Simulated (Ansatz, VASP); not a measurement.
## Two plane-wave programs on CdSe

Contents of INCAR:

```
SYSTEM = CdSe
ALGO     = Normal         ! electronic algorithm
EDIFF    = 1E-7           ! SCF threshold, eV
EDIFFG   = -0.01          ! ionic threshold
ENCUT    = 600            ! plane-wave cutoff, eV
GGA      = PE             ! functional
IBRION   = 2              ! ionic algorithm
ISIF     = 3              ! what is computed and relaxed
ISMEAR   = 0              ! smearing method
LASPH    = .True.         ! aspherical terms in the spheres
LCHARG   = .False.        ! write CHGCAR
LREAL    = .False.        ! projectors in reciprocal space
LWAVE    = .False.        ! write WAVECAR
NELM     = 80             ! most SCF steps
NSW      = 100            ! ionic steps
PREC     = Accurate       ! precision mode
SIGMA    = 0.02           ! smearing width, eV
```

The input KPOINTS:

```
k-points
0
Gamma
  6 6 6
  0 0 0
```

The input POSCAR:

```
CdSe
1.0
   -4.2283465122      4.2283465122      4.2283465122
    4.2283465122     -4.2283465122      4.2283465122
    4.2283465122      4.2283465122     -4.2283465122
Cd Se
4 4
Direct
    0.3198509148      0.0000000000      0.0000000000
    0.6801490852      0.6801490852      0.6801490852
    0.0000000000      0.3198509148      0.0000000000
    0.0000000000      0.0000000000      0.3198509148
    0.0000000000      0.6734939374      0.0000000000
    0.3265060626      0.3265060626      0.3265060626
    0.6734939374      0.0000000000      0.0000000000
    0.0000000000      0.0000000000      0.6734939374
```

Input for Ansatz:

```yaml
crystal:
  lattice:
    - [-4.2283465122, 4.2283465122, 4.2283465122]
    - [4.2283465122, -4.2283465122, 4.2283465122]
    - [4.2283465122, 4.2283465122, -4.2283465122]
  atoms:
    - { symbol: Cd, position: [0.3198509148, 0.0, 0.0] }
    - { symbol: Cd, position: [0.6801490852, 0.6801490852, 0.6801490852] }
    - { symbol: Cd, position: [0.0, 0.3198509148, 0.0] }
    - { symbol: Cd, position: [0.0, 0.0, 0.3198509148] }
    - { symbol: Se, position: [0.0, 0.6734939374, 0.0] }
    - { symbol: Se, position: [0.3265060626, 0.3265060626, 0.3265060626] }
    - { symbol: Se, position: [0.6734939374, 0.0, 0.0] }
    - { symbol: Se, position: [0.0, 0.0, 0.6734939374] }
basis:
  ecutwfc: 420
kpoints:
  mp_grid: { grid: [6, 6, 6] }
hamiltonian:
  xc: pbe
scf:
  occupations: { method: gaussian, width: 0.02 }
output:
  forces: true
  stress: true
  eigenvalues: true
relax:
  adjacent_minimum: "off"
  f_tol: 0.01
  max_steps: 80
  cell: { stress_tol: 0.05 }
```

Alike in both runs: task relaxation of cell and atoms; functional PBE; k mesh 6 × 6 × 6; occupations gaussian, width 0.02 eV; no spin polarisation.

```csv
,VASP,Ansatz
version,VASP 6.6.1,Ansatz 0.2.0
potentials or method,"VASP PAW PBE potentials, release 64 (Cd, Se), cutoff 600 eV","scalar-relativistic, plane waves, PAW"
valence electrons in the cell,72,144
```

VASP gave:

```
gap on the k mesh at the Fermi level, each at its own relaxed structure (eV) : 0.90
relaxed volume (Å³/atom)                                                     : 38.05
relaxed length of the cell vector where the two differ most in proportion (Å)              : 7.340
```

Q: Which values does Ansatz return?

A: gap on the k mesh at the Fermi level, each at its own relaxed structure (eV): 0.91; relaxed volume (Å³/atom): 37.83; relaxed length of the cell vector where the two differ most in proportion (Å): 7.326.

VASP's potentials hold 72 valence electrons a cell and Ansatz's 144, so a difference there can come from the potentials and not from the codes.
